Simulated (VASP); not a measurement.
# TiB2: single point with PBE

TiB2:

```
Ti B
1.0
    -1.51602   -2.62583    0.00000
     1.51602   -2.62583    0.00000
    -0.60641   -1.05033   11.17026
Ti B
3 6
Direct
  0.68258 0.00000 0.79356
  0.91343 0.00000 0.21641
  0.79801 0.00000 0.50499
  0.63782 0.66667 0.07213
  0.52239 0.66667 0.36070
  0.40696 0.66667 0.64927
  0.30448 0.33333 0.07213
  0.18905 0.33333 0.36070
  0.07362 0.33333 0.64927
```

This cell differs from its parent crystal: the part above a cut slid along it.

```yaml
Program: VASP 6.6.1
Task: single point
Functional: PBE
Potentials_or_basis: VASP PAW PBE potentials, release 64 (Ti_sv, B)
Cutoff: 520 eV
k_mesh: 15 × 15 × 4
Occupations: gaussian, width 0.15 eV
Spin: no spin polarisation
Dipole_correction: no
Further_INCAR_settings: ALGO = Normal; EDIFF = 1e-06; NBANDS = 37
```

The pressure is -5.1 GPa. The largest force is 0.859 eV/Å. The band gap on the k mesh is zero (bands 27 and 28 overlap by 0.61 eV).

Forces on the atoms (eV/Å):
```
Ti  -0.036 -0.062  0.603
Ti   0.011  0.019 -0.859
Ti   0.000  0.001  0.024
B    0.134 -0.041 -0.271
B   -0.008  0.002  0.002
B   -0.010  0.000  0.384
B   -0.102  0.095 -0.271
B    0.006 -0.006  0.002
B    0.005 -0.008  0.384
```

Stress tensor (GPa, compression positive):
```
 -1.84   0.65   0.31
  0.65  -1.09   0.53
  0.31   0.53 -12.25
```

Levels at points of the mesh, in eV from the Fermi level:
```tsv
k point	band 25	band 26	band 27	band 28	band 29	band 30
(0.00, 0.00, 0.00)	-0.09	0.23	0.25	0.25	1.05	1.08
(0.00, 0.00, 0.50)	-0.10	0.06	0.25	0.26	1.05	1.07
```

It took 27 min on 1 thread of Intel Xeon 8259CL, on a shared host, peak memory 0.67 GiB.

Caveat: the cell differs from its parent crystal (the part above a cut slid along it); the stress differs along the axes, from -12 to -1 GPa.
